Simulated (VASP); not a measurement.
# Bi (Fm-3m) in VASP: a series of runs

The runs below take Bi through single point, with PBE.

All numbers are computed with VASP 6.6.1; they aren't measurements. Logs are shortened: lines on timing, memory, paths and dates and some standing lists are left out, and cuts for length are marked.

## 1. The cell of the first run

Symmetry: Fm-3m, No. 225, cubic system. The conventional cell has a = 4.869 Å, b = 4.869 Å, c = 4.869 Å, α = 90.00°, β = 90.00°, γ = 90.00°. Bi (site symmetry m-3m) has 12 Bi at 3.44 Å within 4.5 Å.

## 2. Single point, PBE

The input, INCAR:

```
SYSTEM = Bi
PREC     = Accurate       ! precision mode
ENCUT    = 520            ! plane-wave cutoff, eV
EDIFF    = 1E-6           ! SCF threshold, eV
ISMEAR   = -1             ! smearing method
SIGMA    = 0.08           ! smearing width, eV
LREAL    = .False.        ! projectors in reciprocal space
LASPH    = .True.         ! aspherical terms in the spheres
NELM     = 60             ! most SCF steps
ALGO     = Normal         ! electronic algorithm
ISIF     = 2              ! what is computed and relaxed
LWAVE    = .False.        ! write WAVECAR
LCHARG   = .False.        ! write CHGCAR
GGA      = PE             ! functional
NBANDS   = 14             ! bands
```

The input, KPOINTS:

```
Automatic mesh
0
Gamma
  14 14 14
  0 0 0
```

The input, POSCAR:

```
Bi
1.0
    0.0000000000      2.4346762127      2.4346762127
    2.4346762127      0.0000000000      2.4346762127
    2.4346762127      2.4346762127      0.0000000000
Bi
1
Direct
    0.0000000000      0.0000000000      0.0000000000
```

Potentials or basis: VASP PAW PBE potentials, release 64 (Bi_d).

Run with:

```sh
cat potpaw_PBE.64/Bi_d/POTCAR > POTCAR
mpirun -np 1 vasp_std > vasp.out
```

OUTCAR:

```text
SYSTEM = Bi
   PREC = Accurate
   ENCUT = 520
   EDIFF = 1E-6
   ISMEAR = -1
   LREAL = .False.
   LASPH = .True.
   NELM = 60
   ISIF = 2
   GGA = PE

 ion  position               nearest neighbor table
   1  0.000  0.000  0.000-

  LATTYP: Found a face centered cubic cell.
 ALAT       =     4.8693524254

  Lattice vectors:

 A1 = (   0.0000000000,   2.4346762127,   2.4346762127)
 A2 = (   2.4346762127,   0.0000000000,   2.4346762127)
 A3 = (   2.4346762127,   2.4346762127,   0.0000000000)

Analysis of symmetry for initial positions (statically):
=====================================================================
 Subroutine PRICEL returns:
 Original cell was already a primitive cell.

 Routine SETGRP: Setting up the symmetry group for a
 face centered cubic supercell.

 Subroutine GETGRP returns: Found 48 space group operations
 (whereof 48 operations were pure point group operations)
 out of a pool of 48 trial point group operations.

The static configuration has the point symmetry O_h .

Analysis of symmetry for dynamics (positions and initial velocities):
=====================================================================
 Subroutine PRICEL returns:
 Original cell was already a primitive cell.

 Routine SETGRP: Setting up the symmetry group for a
 face centered cubic supercell.

 Subroutine GETGRP returns: Found 48 space group operations
 (whereof 48 operations were pure point group operations)
 out of a pool of 48 trial point group operations.

The dynamic configuration has the point symmetry O_h .

 Subroutine INISYM returns: Found 48 space group operations
 (whereof 48 operations are pure point group operations),
 and found     1 'primitive' translations

----------------------------------------------------------------------------------------

                                     Primitive cell

  volume of cell :      28.8638

  direct lattice vectors                    reciprocal lattice vectors
     0.000000000  2.434676213  2.434676213    -0.205366117  0.205366117  0.205366117
     2.434676213  0.000000000  2.434676213     0.205366117 -0.205366117  0.205366117
     2.434676213  2.434676213  0.000000000     0.205366117  0.205366117 -0.205366117

  length of vectors
     3.443152120  3.443152120  3.443152120     0.355704549  0.355704549  0.355704549

  position of ions in fractional coordinates (direct lattice)
     0.000000000  0.000000000  0.000000000

  ion indices of the primitive-cell ions
   primitive index   ion index
                 1           1

----------------------------------------------------------------------------------------

[... 76 lines left out ...]
   ISYM   =      2    0-nonsym 1-usesym 2-fastsym
   POTIM  = 0.5000    time-step for ionic-motion
   TEBEG  =    0.0;   TEEND  =   0.0 temperature during run
   PSTRESS=    0.0 pullay stress
   NELECT =      15.0000    total number of electrons
   NUPDOWN=      -1.0000    fix difference up-down
   EMIN   =  10.00;   EMAX   =-10.00  energy-range for DOS
   EFERMI =   0.00;   METHOD = LEGACY
   ISMEAR =    -1;   SIGMA  =   0.08  broadening in eV -4-tet -1-fermi 0-gaus
   EFERMI_NEDOS =   21; number of points for ismear=-14 and -15
   IALGO  =     38    algorithm
   IMIX   =      4    mixing-type and parameters
     AMIX     =   0.40;   BMIX     =  1.00
     AMIX_MAG =   1.60;   BMIX_MAG =  1.00
  volume/ion in A,a.u.               =      28.86       194.78
  Fermi-wavevector in a.u.,A,eV,Ry     =   1.316196  2.487251 23.570366  1.732373
  Thomas-Fermi vector in A             =   2.446326
   LORBIT       =      0    0 simple, 1 ext, 2 COOP (PROOUT), +10 PAW based schemes
   GGA     = PE    functional components
   LHFCALC =     F    Hartree Fock is set to
   AEXX    =    0.0000 exact exchange contribution
   IVDW    =     0    specifies the selected vdW correction
   LEPSILON=     F    determine dielectric tensor
   LRPA    =     F    only Hartree local field effects (RPA)
 non-spin polarized calculation
  energy-cutoff  :      520.00
  volume of cell :       28.86
 maximum number of plane-waves:       793
 NGX is ok and might be reduce to    28
   NGX = 13   NGY = 13   NGZ = 13

 number of electron      14.9999998 magnetization

 Free energy of the ion-electron system (eV)
  ---------------------------------------------------
  ext. energy  EPLUGINS =         0.00000000
  ---------------------------------------------------
  free energy    TOTEN  =        -3.65239512 eV

  energy without entropy =       -3.63380662  energy(sigma->0) =       -3.64310087

 E-fermi :   9.0283     XC(G=0): -10.6601

 val. band max:        8.9817695310   @ k =  -0.3571   0.2143   0.0714
 cond. band min:       9.0955827575   @ k =  -0.4286   0.4286   0.0714
 fundamental gap:      0.1138132265
 Fermi energy:         9.0283190500

 k-point     1 :       0.0000    0.0000    0.0000
  band No.  band energies     occupation
      1     -14.1838      2.00000
      2     -14.1838      2.00000
      3     -14.1838      2.00000
      4     -14.0919      2.00000
      5     -14.0919      2.00000
      6      -5.1796      2.00000
      7      14.4450      0.00000
      8      14.4450      0.00000
      9      14.4450      0.00000
     10      17.9809      0.00000
     11      18.7297      0.00000
     12      20.1877      0.00000
     13      20.1877      0.00000
     14      20.1877      0.00000
[... 377 lines left out ...]
      1     -14.2057      2.00000
      2     -14.1419      2.00000
      3     -14.1248      2.00000
      4     -14.0937      2.00000
      5     -14.0433      2.00000
      6      -3.7947      2.00000
      7       8.3326      1.99967
      8      11.9081      0.00000
      9      12.0671      0.00000
     10      16.3523      0.00000
     11      17.8782      0.00000
     12      21.2943      0.00000
     13      22.3437      0.00000
     14      22.5262      0.00000

 [... further k-points ...]
[... 5 lines left out ...]
  --------------------------------------------------------------------------------------
  -------------------------------------------------------------------------------------
  Total        1.1253324      1.1253324      1.1253324     -0.0000000     -0.0000000      0.0000000
  in kB       62.4651455     62.4651455     62.4651455     -0.0000000     -0.0000000      0.0000000
  external PRESSURE =      62.4651455 kB  Pullay stress =       0.0000000 kB

 VOLUME and BASIS-vectors are now :
 -----------------------------------------------------------------------------
  energy-cutoff  :      520.00
  volume of cell :       28.86
      direct lattice vectors                 reciprocal lattice vectors
     0.000000000  2.434676213  2.434676213    -0.205366117  0.205366117  0.205366117
     2.434676213  0.000000000  2.434676213     0.205366117 -0.205366117  0.205366117
     2.434676213  2.434676213  0.000000000     0.205366117  0.205366117 -0.205366117

 POSITION                                       TOTAL-FORCE (eV/Angst)
 -----------------------------------------------------------------------------------
      0.00000      0.00000      0.00000         0.000000      0.000000     -0.000000
 -----------------------------------------------------------------------------------
    total drift:                               -0.000000      0.000000      0.000000

  FREE ENERGIE OF THE ION-ELECTRON SYSTEM (eV)
  ---------------------------------------------------
  free  energy   TOTEN  =        -3.6523951156 eV

  energy  without entropy=       -3.6338066231  energy(sigma->0) =       -3.64310087
```

Wall time 36 s (1 thread of AMD EPYC 9R14 (Zen 4), shared host); peak memory 0.15 GiB.

Results:

- Free energy: -3.6524 eV
- Pressure: 6.2 GPa

Caveat: spin-orbit coupling is left out, which moves the levels of the heavy elements.

## 3. Single point, PBE

The input, INCAR:

```
SYSTEM = Bi
  PREC = Accurate
  ENCUT = 520
  EDIFF = 1E-6
  ISMEAR = -1
  SIGMA = 0.08
  LREAL = .False.
  LASPH = .True.
  NELM = 60
  ALGO = Normal
  ISIF = 2
  LWAVE = .False.
  LCHARG = .False.
  GGA = PE
  NBANDS = 14
```

The input, KPOINTS:

```
regular mesh
0
Gamma
  14 14 14
  0 0 0
```

The input, POSCAR:

```
Bi
1.0
    0.0000000000      2.4353607931      2.4353607931
    2.4353607931      0.0000000000      2.4353607931
    2.4353607931      2.4353607931      0.0000000000
Bi
1
Direct
    0.0000000000      0.0000000000      0.0000000000
```

Potentials or basis: VASP PAW PBE potentials, release 64 (Bi_d).

Run with:

```sh
cat potpaw_PBE.64/Bi_d/POTCAR > POTCAR
mpirun -np 1 vasp_std > vasp.out
```

Wall time 38 s (1 thread of AMD EPYC 9R14 (Zen 4), shared host); peak memory 0.14 GiB.

It converged, with:

```
Free energy : -3.6534 eV
Pressure    : 6.2 GPa
```

Levels at points of the mesh, in eV from the Fermi level:
```
           k point  band 5  band 6  band 7  band 8  band 9  band 10
(0.00, 0.00, 0.00)  -23.12  -14.20    5.41    5.41    5.41     8.95
(0.50, 0.00, 0.00)  -23.03  -10.93   -5.81    3.64    3.64     7.81
(0.50, 0.50, 0.00)  -23.00   -9.65   -4.93    0.31    0.31     4.06
```

Caveat: spin-orbit coupling is left out, which moves the levels of the heavy elements.
